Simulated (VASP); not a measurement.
Runs of VASP 6.6.1 on HCl. The structure is that of space group Fm-3m (No. 225), or close to it. The cells are those of the table. 

```tsv
cell	gap on the mesh (eV)	pressure (GPa)
a = 3.137 Å, angles 60.0°, 2 atoms	none	-0.2
a = 3.604 Å, angles 60.0°, 2 atoms	none	-11.2
a = 3.134 Å, angles 60.0°, 2 atoms	none	0.1
a = 3.730 Å, angles 60.0°, 2 atoms	none	(a)
a = 3.360 Å, angles 60.0°, 2 atoms	none	(b)
a = 3.666 Å, angles 60.0°, 2 atoms	none	-11.2
a = 3.884 Å, angles 60.0°, 2 atoms	none	-10.3
a = 3.794 Å, angles 60.0°, 2 atoms	none	(c)
a = 3.244 Å, angles 60.0°, 2 atoms	none	-5.2
a = 3.480 Å, angles 60.0°, 2 atoms	none	-10.5
```

Alike in all rows: level PBEsol; potentials or basis VASP PAW PBE potentials, release 64 (H, Cl); no spin polarisation; cutoff (eV) 500.

Question: Estimate the missing entries.

Answer: (a) -11.1; (b) -8.7; (c) -10.8.

Caveats: the PAW data sets were made with another functional, which shifts forces and pressure a little; the cell stands under tension (at least some runs).

A gap of «none» marks levels without a gap at the run's occupations.
